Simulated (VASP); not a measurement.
Wanted: the native input for a VASP 6.6.1 run.

* Task: relaxation of cell and atoms
* Functional: PBE
* Potentials or basis: VASP PAW PBE potentials, release 64 (Au)
* Cutoff: 500 eV
* k mesh: 10 × 10 × 10
* Occupations: gaussian, width 0.05 eV
* Spin: no spin polarisation
* Target pressure: 20 GPa
* Dipole correction: no
* Further INCAR settings: ALGO = Normal; EDIFF = 1e-07; IBRION = 2; EDIFFG = -0.01; NSW = 50; ISIF = 3

The structure of Au lies in POSCAR:

```
Au
1.0
   -1.6150000000      1.6150000000      1.6150000000
    1.6150000000     -1.6150000000      1.6150000000
    1.6150000000      1.6150000000     -1.6150000000
Au
1
Direct
    0.0000000000      0.0000000000      0.0000000000
```

This isn't the form of Au at room conditions, which is fcc.

The input as run:

INCAR

```
PREC = Accurate
ENCUT = 500
EDIFF = 1E-7
ISMEAR = 0
SIGMA = 0.05
LREAL = False
LASPH = True
NELM = 120
ALGO = Normal
ISIF = 3
LWAVE = False
LCHARG = False
GGA = PE
IBRION = 2
NSW = 50
EDIFFG = -0.01
PSTRESS = 200.0
GGA_COMPAT = False
NELMIN = 4
```

KPOINTS

```
regular mesh
0
Gamma
  10 10 10
```

Potentials or basis: VASP PAW PBE potentials, release 64 (Au).

Run with:

```console
$ cat potpaw_PBE.64/Au/POTCAR > POTCAR
$ mpirun -np 1 vasp_std > vasp.out
```

Results of the run:

| Property | Result |
| --- | --- |
| Relaxed volume | 16.16 Å³/atom |
| Relaxed cell | a = 2.758 Å, b = 2.758 Å, c = 2.758 Å, α = 109.47°, β = 109.47°, γ = 109.47° |
| Space group after relaxing (to 0.1 Å) | Im-3m (No. 229) |
| Energy change on relaxing (the run minimises the enthalpy) | +64.9 meV/atom |
| Ionic steps | 4 |
| Pressure after relaxing | 19.9 GPa |
| Band gap on the k mesh | zero (an odd number of electrons rules out a gap without spin polarisation) |

Caveat: the cell is relaxed towards a set pressure, so the run minimises the enthalpy, not the energy; spin-orbit coupling is left out, which moves the levels of the heavy elements.

Run time: 15 s on 1 thread of Intel(R) Xeon(R) Platinum 8259CL CPU @ 2.50GHz (Skylake/Cascade Lake), on a shared host, peak memory 0.14 GiB.
